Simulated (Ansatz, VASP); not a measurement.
# One calculation of NbInS3, two programs

Contents of INCAR:

```
PREC     = Accurate       # precision mode
ENCUT    = 500            # plane-wave cutoff, eV
EDIFF    = 1E-6           # SCF threshold, eV
ISMEAR   = 0              # smearing method
SIGMA    = 0.05           # smearing width, eV
LREAL    = False          # projectors in reciprocal space
LASPH    = True           # aspherical terms in the spheres
NELM     = 120            # most SCF steps
ALGO     = Normal         # electronic algorithm
ISIF     = 2              # what is computed and relaxed
LWAVE    = False          # write WAVECAR
LCHARG   = False          # write CHGCAR
GGA      = PE             # functional
NBANDS   = 30             # bands
GGA_COMPAT= False
```

The input KPOINTS:

```
regular mesh
0
Gamma
  4 4 4
```

The input POSCAR:

```
NbInS3
1.0
    4.9600000000      0.0000000000      0.0000000000
    0.0000000000      4.9600000000      0.0000000000
    0.0000000000      0.0000000000      4.9600000000
In Nb S
1 1 3
Direct
    0.0000000000      0.0000000000      0.0000000000
    0.5000000000      0.5000000000      0.5000000000
    0.5000000000      0.5000000000      0.0000000000
    0.5000000000      0.0000000000      0.5000000000
    0.0000000000      0.5000000000      0.5000000000
```

Input for Ansatz:

```yaml
crystal:
  lattice:
    - [4.96, 0.0, 0.0]
    - [0.0, 4.96, 0.0]
    - [0.0, 0.0, 4.96]
  atoms:
    - { symbol: In, position: [0.0, 0.0, 0.0] }
    - { symbol: Nb, position: [0.5, 0.5, 0.5] }
    - { symbol: S, position: [0.5, 0.5, 0.0] }
    - { symbol: S, position: [0.5, 0.0, 0.5] }
    - { symbol: S, position: [0.0, 0.5, 0.5] }
basis:
  ecutwfc: 420
kpoints:
  mp_grid: { grid: [4, 4, 4] }
hamiltonian:
  xc: pbe
scf:
  occupations: { method: gaussian, width: 0.05 }
output:
  forces: true
  stress: true
  eigenvalues: true
```

Alike in both runs: task single point; functional PBE; k mesh 4 × 4 × 4; occupations gaussian, width 0.05 eV; no spin polarisation.

|  | VASP | Ansatz |
| --- | --- | --- |
| version | VASP 6.6.1 | Ansatz 0.2.0 |
| potentials or method | VASP PAW PBE potentials, release 64 (In_d, Nb_sv, S), cutoff 500 eV | scalar-relativistic, plane waves, PAW |
| valence electrons in the cell | 44 | 44 |

Ansatz gave:

| Property | Result |
| --- | --- |
| gap on the k mesh at the Fermi level (eV) | none |
| pressure (GPa) | -4.4 |

Task: Estimate VASP's values.

Result: gap on the k mesh at the Fermi level (eV): none; pressure (GPa): -4.6.

A gap of «none» marks a metal or a gap that the smearing closes. The functional is the same, so the differences come from potentials, cutoffs and numerics.
